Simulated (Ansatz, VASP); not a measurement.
One calculation of CdTe, two programs

```xyz
2
Lattice="0.0000 3.2820 3.2820 3.2820 0.0000 3.2820 3.2820 3.2820 0.0000" Properties=species:S:1:pos:R:3 pbc="T T T"
Cd    0.0000    0.0000    0.0000
Te    1.6410    1.6410    1.6410
```

Alike in both runs: functional HSE06; k mesh 6 × 6 × 6; occupations gaussian, width 0.02 eV; no spin polarisation.

Ansatz relaxed the structure, and its values are those at the end. VASP's run is a single point on that final structure, the one shown.

```csv
,VASP,Ansatz
version,VASP 6.6.1,Ansatz 0.2.0
potentials or method,"VASP PAW PBE potentials, release 64 (Cd, Te), cutoff 520 eV","scalar-relativistic, plane waves, PAW"
valence electrons in the cell,18,36
```

|  | VASP | Ansatz | Ansatz less VASP |
| --- | --- | --- | --- |
| gap on the k mesh at the Fermi level (eV) | 1.42 | 1.50 | +0.084 |
| least direct gap on the mesh (eV) | 1.42 | 1.50 | +0.084 |
| pressure (GPa) | 0.0 | 0.0 | +0.04 |

The functional is the same, so the differences come from potentials, cutoffs and numerics. VASP's potentials hold 18 valence electrons a cell and Ansatz's 36, so a difference there can come from the potentials and not from the codes.

Neither program's run includes spin-orbit coupling.
